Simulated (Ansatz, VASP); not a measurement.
## One calculation of CaF2, two programs

```
CELL_PARAMETERS angstrom
0.00000 2.73100 2.73100
2.73100 0.00000 2.73100
2.73100 2.73100 0.00000
ATOMIC_POSITIONS crystal
Ca 0.00000 0.00000 0.00000
F 0.25000 0.25000 0.25000
F 0.75000 0.75000 0.75000
```

Alike in both runs: task relaxation of cell and atoms; functional r2SCAN; k mesh 14 × 14 × 14; occupations fermi-dirac, width 0.05 eV; no spin polarisation.

|  | VASP | Ansatz |
| --- | --- | --- |
| version | VASP 6.6.1 | Ansatz 0.2.0 |
| potentials or method | VASP PAW PBE potentials, release 64 (Ca_sv, F) | PAW with Ansatz's default frozen-core files, scalar-relativistic |
| plane-wave cutoff (eV) | 660 | 500 |
| valence electrons in the cell | 24 | 24 |

VASP gave:

| Property | Result |
| --- | --- |
| relaxed volume (Å³/atom) | 13.47 |
| relaxed length of the cell vector where the two differ most in proportion (Å) | 3.852 |

Q: Which values does Ansatz return?

A: Relaxed volume (Å³/atom): 13.41; relaxed length of the cell vector where the two differ most in proportion (Å): 3.846.

VASP's potentials were made for PBE, not for r2SCAN.
